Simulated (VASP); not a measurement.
# Na (Im-3m) in VASP: notebook, part 2 of 3

VASP 6.6.1. Earlier steps stand in the parts before.

### 3 Single point, PBE

This run uses another cell than the first one, of 26.25 Å³/atom, 1.176 times its volume.

INCAR reads:

```
  PREC = Accurate
  ENCUT = 520
  EDIFF = 1E-6
  ISMEAR = -1
  SIGMA = 0.05
  LREAL = F
  LASPH = T
  NELM = 60
  ALGO = Normal
  ISIF = 2
  LWAVE = F
  LCHARG = F
  GGA = PE
  NBANDS = 10
```

KPOINTS reads:

```
regular mesh
0
Gamma
  9 9 9
```

POSCAR reads:

```
Na
1.0
   -1.8722459212      1.8722459212      1.8722459212
    1.8722459212     -1.8722459212      1.8722459212
    1.8722459212      1.8722459212     -1.8722459212
Na
1
Direct
    0.0000000000      0.0000000000      0.0000000000
```

Potentials or basis: VASP PAW PBE potentials, release 64 (Na_pv).

Command:

```
cat potpaw_PBE.64/Na_pv/POTCAR > POTCAR
mpirun -np 1 vasp_std > vasp.out
```

OUTCAR:

```text
PREC = Accurate
   ENCUT = 520
   EDIFF = 1E-6
   ISMEAR = -1
   LREAL = F
   LASPH = T
   NELM = 60
   ISIF = 2
   GGA = PE

 ion  position               nearest neighbor table
   1  0.000  0.000  0.000-

  LATTYP: Found a body centered cubic cell.
 ALAT       =     3.7444918424

  Lattice vectors:

 A1 = (  -1.8722459212,   1.8722459212,   1.8722459212)
 A2 = (   1.8722459212,  -1.8722459212,   1.8722459212)
 A3 = (   1.8722459212,   1.8722459212,  -1.8722459212)

Analysis of symmetry for initial positions (statically):
=====================================================================
 Subroutine PRICEL returns:
 Original cell was already a primitive cell.

 Routine SETGRP: Setting up the symmetry group for a
 body centered cubic supercell.

 Subroutine GETGRP returns: Found 48 space group operations
[... 9 lines left out ...]

 Routine SETGRP: Setting up the symmetry group for a
 body centered cubic supercell.

 Subroutine GETGRP returns: Found 48 space group operations
[... 11 lines left out ...]
                                     Primitive cell

  volume of cell :      26.2512

  direct lattice vectors                    reciprocal lattice vectors
    -1.872245921  1.872245921  1.872245921     0.000000000  0.267058934  0.267058934
     1.872245921 -1.872245921  1.872245921     0.267058934  0.000000000  0.267058934
     1.872245921  1.872245921 -1.872245921     0.267058934  0.267058934  0.000000000

  length of vectors
     3.242825060  3.242825060  3.242825060     0.377678366  0.377678366  0.377678366

  position of ions in fractional coordinates (direct lattice)
     0.000000000  0.000000000  0.000000000

  ion indices of the primitive-cell ions
   primitive index   ion index
                 1           1

----------------------------------------------------------------------------------------

[... 83 lines left out ...]
   EFERMI =   0.00;   METHOD = LEGACY
   ISMEAR =    -1;   SIGMA  =   0.05  broadening in eV -4-tet -1-fermi 0-gaus
   EFERMI_NEDOS =   21; number of points for ismear=-14 and -15
   IALGO  =     38    algorithm
   IMIX   =      4    mixing-type and parameters
     AMIX     =   0.40;   BMIX     =  1.00
     AMIX_MAG =   1.60;   BMIX_MAG =  1.00
  volume/ion in A,a.u.               =      26.25       177.15
  Fermi-wavevector in a.u.,A,eV,Ry     =   1.053719  1.991239 15.106858  1.110323
  Thomas-Fermi vector in A             =   2.188851
   LORBIT       =      0    0 simple, 1 ext, 2 COOP (PROOUT), +10 PAW based schemes
   GGA     = PE    functional components
   LHFCALC =     F    Hartree Fock is set to
   AEXX    =    0.0000 exact exchange contribution
   IVDW    =     0    specifies the selected vdW correction
   LEPSILON=     F    determine dielectric tensor
   LRPA    =     F    only Hartree local field effects (RPA)
 non-spin polarized calculation
  energy-cutoff  :      520.00
  volume of cell :       26.25
 maximum number of plane-waves:       719
   NGX = 13   NGY = 13   NGZ = 13

 number of electron       6.9999984 magnetization

 Free energy of the ion-electron system (eV)
  ---------------------------------------------------
  ext. energy  EPLUGINS =         0.00000000
  ---------------------------------------------------
  free energy    TOTEN  =        -1.19031416 eV

  energy without entropy =       -1.18761725  energy(sigma->0) =       -1.18896570

 E-fermi :   1.5188     XC(G=0):  -7.4791

 val. band max:        1.4142441714   @ k =  -0.3333   0.4444   0.1111
 cond. band min:       1.6536223723   @ k =   0.4444   0.0000   0.0000
 fundamental gap:      0.2393782009
 Fermi energy:         1.5187806171

 k-point     1 :       0.0000    0.0000    0.0000
  band No.  band energies     occupation
      1     -23.1922      2.00000
      2     -23.1922      2.00000
      3     -23.1922      2.00000
      4      -2.5473      2.00000
      5      15.6912      0.00000
      6      15.6912      0.00000
      7      15.6912      0.00000
      8      16.9219      0.00000
      9      16.9219      0.00000
     10      17.6568      0.00000
[... 287 lines left out ...]
 k-point    24 :      -0.4444   -0.4444    0.1111
  band No.  band energies     occupation
      1     -23.2949      2.00000
      2     -23.2455      2.00000
      3     -23.2099      2.00000
      4       3.0415      0.00000
      5       3.8347      0.00000
      6       8.1090      0.00000
      7      12.4320      0.00000
      8      14.8422      0.00000
      9      16.1187      0.00000
     10      18.0591      0.00000

 [... further k-points ...]
[... 5 lines left out ...]
  --------------------------------------------------------------------------------------
  -------------------------------------------------------------------------------------
  Total        0.8080728      0.8080728      0.8080728     -0.0000000      0.0000000      0.0000000
  in kB       49.3187882     49.3187882     49.3187882     -0.0000000      0.0000000      0.0000000
  external PRESSURE =      49.3187882 kB  Pullay stress =       0.0000000 kB

 VOLUME and BASIS-vectors are now :
 -----------------------------------------------------------------------------
  energy-cutoff  :      520.00
  volume of cell :       26.25
      direct lattice vectors                 reciprocal lattice vectors
    -1.872245921  1.872245921  1.872245921     0.000000000  0.267058934  0.267058934
     1.872245921 -1.872245921  1.872245921     0.267058934  0.000000000  0.267058934
     1.872245921  1.872245921 -1.872245921     0.267058934  0.267058934  0.000000000

 POSITION                                       TOTAL-FORCE (eV/Angst)
 -----------------------------------------------------------------------------------
      0.00000      0.00000      0.00000         0.000000      0.000000     -0.000000
 -----------------------------------------------------------------------------------
    total drift:                                0.000000      0.000000      0.000000

  FREE ENERGIE OF THE ION-ELECTRON SYSTEM (eV)
  ---------------------------------------------------
  free  energy   TOTEN  =        -1.1903141618 eV

  energy  without entropy=       -1.1876172462  energy(sigma->0) =       -1.18896570
```

OSZICAR:

```text
N       E                     dE             d eps       ncg     rms          rms(c)
DAV:   1     0.332106425097E+02    0.33211E+02   -0.39744E+03   700   0.671E+02
DAV:   2    -0.530280759293E+00   -0.33741E+02   -0.33443E+02   720   0.168E+02
DAV:   3    -0.118818513678E+01   -0.65790E+00   -0.65739E+00   838   0.246E+01
DAV:   4    -0.119291341236E+01   -0.47283E-02   -0.47279E-02   806   0.209E+00
DAV:   5    -0.119295529644E+01   -0.41884E-04   -0.41883E-04   822   0.192E-01    0.269E-01
DAV:   6    -0.119139472955E+01    0.15606E-02   -0.64302E-04   846   0.303E-01    0.173E-01
DAV:   7    -0.119031637708E+01    0.10784E-02   -0.12141E-03   872   0.365E-01    0.194E-02
DAV:   8    -0.119031435324E+01    0.20238E-05   -0.45839E-05   862   0.113E-01    0.244E-03
DAV:   9    -0.119031416176E+01    0.19148E-06   -0.24108E-07   512   0.478E-03
   1 F= -.11903142E+01 E0= -.11889657E+01  d E =-.269692E-02
```

It took 7.2 s on 1 thread of Intel Xeon 8259CL, shared host; peak memory 0.13 GiB.

What came out:

```yaml
Free_energy: -1.1903 eV
Pressure: 4.9 GPa
```

Levels at points of the mesh, in eV from the Fermi level:
```tsv
k point	band 1	band 2	band 3	band 4	band 5	band 6
(0.00, 0.00, 0.00)	-24.71	-24.71	-24.71	-4.07	14.17	14.17
```

### 4 Single point, PBE

This run uses another cell than the first one, of 30.73 Å³/atom, 1.377 times its volume.

INCAR reads:

```
SYSTEM = Na
ALGO = Normal ; EDIFF = 1E-6
ENCUT = 520 ; GGA = PE
ISIF = 2 ; ISMEAR = -1
LASPH = .True. ; LCHARG = .True.
LELF = .True. ; LREAL = .False.
LVHAR = .True. ; LWAVE = .False.
NBANDS = 10 ; NELM = 100
PREC = Accurate ; SIGMA = 0.05
```

KPOINTS reads:

```
k-points
0
Gamma
  9 9 9
  0 0 0
```

POSCAR reads:

```
Na
1.0
   -1.9731534212      1.9731534212      1.9731534212
    1.9731534212     -1.9731534212      1.9731534212
    1.9731534212      1.9731534212     -1.9731534212
Na
1
Direct
    0.0000000000      0.0000000000      0.0000000000
```

Potentials or basis: VASP PAW PBE potentials, release 64 (Na_pv).

Command:

```
cat potpaw_PBE.64/Na_pv/POTCAR > POTCAR
mpirun -np 1 vasp_std > vasp.out
```

OUTCAR:

```text
SYSTEM = Na
   EDIFF = 1E-6
   ENCUT = 520
   GGA = PE
   ISIF = 2
   ISMEAR = -1
   LASPH = .True.
   LREAL = .False.
   NELM = 100
   PREC = Accurate

 ion  position               nearest neighbor table
   1  0.000  0.000  0.000-

  LATTYP: Found a body centered cubic cell.
 ALAT       =     3.9463068424

  Lattice vectors:

 A1 = (  -1.9731534212,   1.9731534212,   1.9731534212)
 A2 = (   1.9731534212,  -1.9731534212,   1.9731534212)
 A3 = (   1.9731534212,   1.9731534212,  -1.9731534212)

Analysis of symmetry for initial positions (statically):
=====================================================================
 Subroutine PRICEL returns:
 Original cell was already a primitive cell.

 Routine SETGRP: Setting up the symmetry group for a
 body centered cubic supercell.

 Subroutine GETGRP returns: Found 48 space group operations
[... 9 lines left out ...]

 Routine SETGRP: Setting up the symmetry group for a
 body centered cubic supercell.

 Subroutine GETGRP returns: Found 48 space group operations
[... 11 lines left out ...]
                                     Primitive cell

  volume of cell :      30.7286

  direct lattice vectors                    reciprocal lattice vectors
    -1.973153421  1.973153421  1.973153421     0.000000000  0.253401481  0.253401481
     1.973153421 -1.973153421  1.973153421     0.253401481  0.000000000  0.253401481
     1.973153421  1.973153421 -1.973153421     0.253401481  0.253401481  0.000000000

  length of vectors
     3.417601977  3.417601977  3.417601977     0.358363812  0.358363812  0.358363812

  position of ions in fractional coordinates (direct lattice)
     0.000000000  0.000000000  0.000000000

  ion indices of the primitive-cell ions
   primitive index   ion index
                 1           1

----------------------------------------------------------------------------------------

 KPOINTS: k-points

Automatic generation of k-mesh.
 Grid dimensions read from file:
 generate k-points for:    9    9    9

 Generating k-lattice:

  Cartesian coordinates                     Fractional coordinates (reciprocal lattice)
     0.000000000  0.028155720  0.028155720     0.111111111  0.000000000  0.000000000
     0.028155720  0.000000000  0.028155720     0.000000000  0.111111111  0.000000000
     0.028155720  0.028155720  0.000000000     0.000000000  0.000000000  0.111111111

  Length of vectors
     0.039818201  0.039818201  0.039818201

  Shift w.r.t. Gamma in fractional coordinates (k-lattice)
     0.000000000  0.000000000  0.000000000

 Subroutine IBZKPT returns following result:
 ===========================================

 Found     35 irreducible k-points:

 Following reciprocal coordinates:
            Coordinates               Weight
  0.000000  0.000000  0.000000      1.000000
  0.111111  0.000000  0.000000     12.000000
  0.222222  0.000000  0.000000     12.000000
  0.333333  0.000000  0.000000     12.000000
  0.444444  0.000000  0.000000     12.000000
  0.111111  0.111111  0.000000     24.000000
[... 16 lines left out ...]
 -0.333333  0.444444  0.111111     48.000000
 -0.444444 -0.444444  0.111111     24.000000
 [... further k-points ...]
   k-points           NKPTS =     35   k-points in BZ     NKDIM =     35   number of bands    NBANDS=     10
   number of dos      NEDOS =    301   number of ions     NIONS =      1
   total plane-waves  NPLWV =  21952
   dimension x,y,z NGX =    28 NGY =   28 NGZ =   28
   dimension x,y,z NGXF=    56 NGYF=   56 NGZF=   56
   ions per type =               1
   NGX,Y,Z   is equivalent  to a cutoff of  13.62, 13.62, 13.62 a.u.
   NGXF,Y,Z  is equivalent  to a cutoff of  27.24, 27.24, 27.24 a.u.
 SYSTEM =  Na
   PREC   = accura    normal or accurate (medium, high low for compatibility)
   ISTART =      0    job   : 0-new  1-cont  2-samecut
   ICHARG =      2    charge: 1-file 2-atom 10-const
   ISPIN  =      1    spin polarized calculation?
   LNONCOLLINEAR =      F non collinear calculations
   LSORBIT =      F    spin-orbit coupling
   LASPH  =      T    aspherical Exc in radial PAW
   ENCUT  =  520.0 eV  38.22 Ry    6.18 a.u.   6.35  6.35  6.35*2*pi/ulx,y,z
   NELM   =    100;   NELMIN=  2; NELMDL= -5     # of ELM steps
   EDIFF  = 0.1E-05   stopping-criterion for ELM
   LREAL  =      F    real-space projection
   EDIFFG = 0.1E-04   stopping-criterion for IOM
   NSW    =      0    number of steps for IOM
   IBRION =     -1    ionic relax: 0-MD 1-quasi-New 2-CG
   NFREE  =      0    steps in history (QN), initial steepest desc. (CG)
   ISIF   =      2    stress and relaxation
   ISYM   =      2    0-nonsym 1-usesym 2-fastsym
   POTIM  = 0.5000    time-step for ionic-motion
   TEBEG  =    0.0;   TEEND  =   0.0 temperature during run
   PSTRESS=    0.0 pullay stress
   NELECT =       7.0000    total number of electrons
   NUPDOWN=      -1.0000    fix difference up-down
   EMIN   =  10.00;   EMAX   =-10.00  energy-range for DOS
   EFERMI =   0.00;   METHOD = LEGACY
   ISMEAR =    -1;   SIGMA  =   0.05  broadening in eV -4-tet -1-fermi 0-gaus
   EFERMI_NEDOS =   21; number of points for ismear=-14 and -15
   IALGO  =     38    algorithm
   IMIX   =      4    mixing-type and parameters
     AMIX     =   0.40;   BMIX     =  1.00
     AMIX_MAG =   1.60;   BMIX_MAG =  1.00
  volume/ion in A,a.u.               =      30.73       207.37
  Fermi-wavevector in a.u.,A,eV,Ry     =   0.999831  1.889407 13.601231  0.999662
  Thomas-Fermi vector in A             =   2.132147
   LORBIT       =      0    0 simple, 1 ext, 2 COOP (PROOUT), +10 PAW based schemes
   GGA     = PE    functional components
   LHFCALC =     F    Hartree Fock is set to
   AEXX    =    0.0000 exact exchange contribution
   IVDW    =     0    specifies the selected vdW correction
   LEPSILON=     F    determine dielectric tensor
   LRPA    =     F    only Hartree local field effects (RPA)
 non-spin polarized calculation
  energy-cutoff  :      520.00
  volume of cell :       30.73
 maximum number of plane-waves:       843
 NGX is ok and might be reduce to    28
   NGX = 13   NGY = 13   NGZ = 13

 number of electron       6.9999998 magnetization

 Free energy of the ion-electron system (eV)
  ---------------------------------------------------
  ext. energy  EPLUGINS =         0.00000000
  ---------------------------------------------------
  free energy    TOTEN  =        -1.28405097 eV

  energy without entropy =       -1.28114217  energy(sigma->0) =       -1.28259657

 E-fermi :   0.9112     XC(G=0):  -7.0131

 val. band max:        0.8098983349   @ k =  -0.3333   0.4444   0.1111
 cond. band min:       1.0288466417   @ k =   0.4444   0.0000   0.0000
 fundamental gap:      0.2189483068
 Fermi energy:         0.9112248085

 k-point     1 :       0.0000    0.0000    0.0000
  band No.  band energies     occupation
      1     -23.8530      2.00000
      2     -23.8530      2.00000
      3     -23.8530      2.00000
      4      -2.7677      2.00000
      5      13.9331      0.00000
      6      13.9331      0.00000
      7      13.9331      0.00000
      8      15.0494      0.00000
      9      15.0494      0.00000
     10      15.6952      0.00000

 k-point     2 :       0.1111    0.0000    0.0000
  band No.  band energies     occupation
      1     -23.8612      2.00000
      2     -23.8557      2.00000
      3     -23.8531      2.00000
      4      -2.5194      2.00000
      5      11.4993      0.00000
      6      12.7347      0.00000
      7      13.3423      0.00000
      8      13.7874      0.00000
      9      14.3901      0.00000
     10      16.4907      0.00000

 k-point     3 :       0.2222    0.0000    0.0000
  band No.  band energies     occupation
      1     -23.8817      2.00000
      2     -23.8623      2.00000
      3     -23.8531      2.00000
      4      -1.7833      2.00000
      5       8.3732      0.00000
      6      11.3884      0.00000
      7      12.4698      0.00000
      8      12.5898      0.00000
      9      13.8855      0.00000
     10      16.8801      0.00000
[... 248 lines left out ...]
 k-point    23 :      -0.3333    0.4444    0.1111
  band No.  band energies     occupation
      1     -23.9091      2.00000
      2     -23.8818      2.00000
      3     -23.8638      2.00000
      4       0.8099      1.76711
      5       4.8606      0.00000
      6       7.1170      0.00000
      7      10.9771      0.00000
      8      13.0548      0.00000
      9      13.4527      0.00000
     10      16.6570      0.00000

 k-point    24 :      -0.4444   -0.4444    0.1111
  band No.  band energies     occupation
      1     -23.9145      2.00000
      2     -23.8854      2.00000
      3     -23.8638      2.00000
      4       2.3257      0.00000
      5       2.9875      0.00000
      6       6.8643      0.00000
      7      10.8430      0.00000
      8      12.9149      0.00000
      9      14.2501      0.00000
     10      15.7272      0.00000

 [... further k-points ...]
[... 5 lines left out ...]
  --------------------------------------------------------------------------------------
  -------------------------------------------------------------------------------------
  Total        0.3764160      0.3764160      0.3764160     -0.0000000     -0.0000000      0.0000000
  in kB       19.6261950     19.6261950     19.6261950     -0.0000000     -0.0000000      0.0000000
  external PRESSURE =      19.6261950 kB  Pullay stress =       0.0000000 kB

 VOLUME and BASIS-vectors are now :
 -----------------------------------------------------------------------------
  energy-cutoff  :      520.00
  volume of cell :       30.73
      direct lattice vectors                 reciprocal lattice vectors
    -1.973153421  1.973153421  1.973153421     0.000000000  0.253401481  0.253401481
     1.973153421 -1.973153421  1.973153421     0.253401481  0.000000000  0.253401481
     1.973153421  1.973153421 -1.973153421     0.253401481  0.253401481  0.000000000

 POSITION                                       TOTAL-FORCE (eV/Angst)
 -----------------------------------------------------------------------------------
      0.00000      0.00000      0.00000        -0.000000      0.000000     -0.000000
 -----------------------------------------------------------------------------------
    total drift:                               -0.000000     -0.000000     -0.000000

  FREE ENERGIE OF THE ION-ELECTRON SYSTEM (eV)
  ---------------------------------------------------
  free  energy   TOTEN  =        -1.2840509712 eV

  energy  without entropy=       -1.2811421670  energy(sigma->0) =       -1.28259657
```

Run time: 14 s. Hardware: 1 thread of Intel Xeon 8259CL, shared host; peak memory 0.15 GiB.

Results:

```yaml
Free_energy: -1.2841 eV
Pressure: 2.0 GPa
```

Levels at points of the mesh, in eV from the Fermi level:
| k point | band 1 | band 2 | band 3 | band 4 | band 5 | band 6 | band 7 |
| --- | --- | --- | --- | --- | --- | --- | --- |
| (0.00, 0.00, 0.00) | -24.76 | -24.76 | -24.76 | -3.68 | 13.02 | 13.02 | 13.02 |

(Continued in part 3 of 3.)
